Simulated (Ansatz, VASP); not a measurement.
In in VASP and in Ansatz

```
In
1.0
    -1.75822    1.75822    1.75822
     1.75822   -1.75822    1.75822
     1.75822    1.75822   -1.75822
In
1
Direct
  0.00000 0.00000 0.00000
```

Change from the starting cell: volume scaled by 0.783, to set the pressure.

Alike in both runs: task single point; functional PBE; k mesh 15 × 15 × 15; occupations fermi-dirac, width 0.08 eV; no spin polarisation.

```csv
,VASP,Ansatz
version,VASP 6.6.1,Ansatz 0.2.0
potentials or method,"VASP PAW PBE potentials, release 64 (In_d)","PAW with Ansatz's default frozen-core files, scalar-relativistic"
plane-wave cutoff (eV),500,420
valence electrons in the cell,13,13
```

|  | VASP | Ansatz | Ansatz less VASP |
| --- | --- | --- | --- |
| pressure (GPa) | 15.9 | 15.9 | +0.04 |

The functional is the same, so the differences come from potentials, cutoffs and numerics.
